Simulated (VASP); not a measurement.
Runs of VASP 6.6.1 on ZnS. The structure is that of space group F-43m (No. 216), or close to it. The cells are those of the table. 

```tsv
task	cell	cutoff (eV)	gap on the mesh (eV)	pressure (GPa)
single point	a = 3.772 Å, angles 60.0°, 2 atoms	520	(a)	1.2
relaxation of cell and atoms	relaxed to 1 GPa from a = 3.787 Å, angles 60.0°, 2 atoms	600	2.14	1.0
relaxation of cell and atoms	relaxed to 7 GPa from a = 3.787 Å, angles 60.0°, 2 atoms	600	2.42	7.0
relaxation of cell and atoms	relaxed to 15 GPa from a = 3.787 Å, angles 60.0°, 2 atoms	600	2.72	15.0
single point	a = 3.694 Å, angles 60.0°, 2 atoms	520	2.43	(b)
```

Alike in all rows: level PBEsol; potentials or basis VASP PAW PBE potentials, release 64 (Zn, S); no spin polarisation; k mesh 8 × 8 × 8; smearing gaussian 0.01 eV.

Problem. Fill in the values left out.

Solution. (a) 2.15; (b) 7.3.

Caveats: the PAW data sets were made with another functional, which shifts forces and pressure a little; the cell is relaxed towards a set pressure, so the enthalpy falls and the energy may rise (some runs).

A k mesh can miss the band edges.
